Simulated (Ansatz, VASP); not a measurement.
**Hf2ClO4: VASP beside Ansatz**

Contents of INCAR:

```
  PREC = Accurate
  ENCUT = 520
  EDIFF = 1E-6
  ISMEAR = 0
  SIGMA = 0.05
  LREAL = F
  LASPH = T
  NELM = 200
  ALGO = Normal
  ISIF = 2
  LWAVE = F
  LCHARG = F
  ISPIN = 2
  MAGMOM = 0 0 0 0 0 0 1
  LORBIT = 11
  LMAXMIX = 4
  LDIPOL = T
  IDIPOL = 3
  DIPOL = 0.5 0.5 0.320
  GGA = PE
  IVDW = 12
  NBANDS = 38
  GGA_COMPAT = F
  NELMDL = -8
```

The input KPOINTS:

```
Automatic mesh
0
Gamma
  9 9 1
```

Contents of POSCAR:

```
Hf2ClO4
1.0
    3.5874453701      0.0000000000      0.0000000000
   -1.7937226850      3.1068188252      0.0000000000
    0.0000000000      0.0000000000     21.4612281329
O Hf Cl
4 2 1
Direct
    0.0000000000      0.0000000000      0.1863826234
    0.3333333333      0.6666666667      0.2546251504
    0.6666666667      0.3333333333      0.3182215794
    0.0000000000      0.0000000000      0.3895969085
    0.6666666667      0.3333333333      0.2205038869
    0.3333333333      0.6666666667      0.3527665830
    0.0000000000      0.5000000000      0.5200647448
```

Input for Ansatz:

```yaml
crystal:
  lattice:
    - [3.5874453701, 0.0, 0.0]
    - [-1.793722685, 3.1068188252, 0.0]
    - [0.0, 0.0, 21.4612281329]
  atoms:
    - { symbol: O, position: [0.0, 0.0, 0.1863826234] }
    - { symbol: Hf, position: [0.6666666667, 0.3333333333, 0.2205038869] }
    - { symbol: O, position: [0.3333333333, 0.6666666667, 0.2546251504] }
    - { symbol: O, position: [0.6666666667, 0.3333333333, 0.3182215794] }
    - { symbol: Hf, position: [0.3333333333, 0.6666666667, 0.352766583] }
    - { symbol: O, position: [0.0, 0.0, 0.3895969085] }
    - { symbol: Cl, position: [0.0, 0.5, 0.5200647448], spin: 1.0 }
basis:
  ecutwfc: 420
kpoints:
  mp_grid: { grid: [9, 9, 1] }
hamiltonian:
  xc: pbe
  pseudopotentials: { kind: paw, azcp: { folder: soft_1 } }
  dispersion: d3bj
scf:
  occupations: { method: gaussian, width: 0.05 }
output:
  forces: true
  eigenvalues: true
  populations: true
  write_density: true
  write_potential: true
  elf: true
  volumetric_format: npy
magnetization:
  spin_polarized: true
efield:
  axis: 3
  dipole_correction: true
  ramp_width: 0.04
```

Alike in both runs: task single point; functional PBE; dispersion D3(BJ); k mesh 9 × 9 × 1; occupations gaussian, width 0.05 eV; collinear spin.

```csv
,VASP,Ansatz
version,VASP 6.6.1,Ansatz 0.2.0
potentials or method,"VASP PAW PBE potentials, release 64 (O, Hf_pv, Cl), cutoff 520 eV","scalar-relativistic, plane waves, PAW"
valence electrons in the cell,51,83
```

|  | VASP | Ansatz | Ansatz less VASP |
| --- | --- | --- | --- |
| gap on the k mesh at the Fermi level (eV) | none | none | - |
| rms of the force components (eV/Å) | 0.239 | 0.245 | +0.0059 |
| net moment per atom (μB) | 0.14 | 0.14 | 0.000 |
| size of the moment on the site where the two differ most (μB) | 0.70 | 0.88 | +0.173 |

Site moments also hang on the region over which each program counts them. A gap of «none» marks a metal or a gap that the smearing closes. VASP's potentials hold 51 valence electrons a cell and Ansatz's 83, so a difference there can come from the potentials and not from the codes. Ansatz's warnings: stability check not made, xc potential rough in thin density.

Spin-orbit coupling is off throughout.
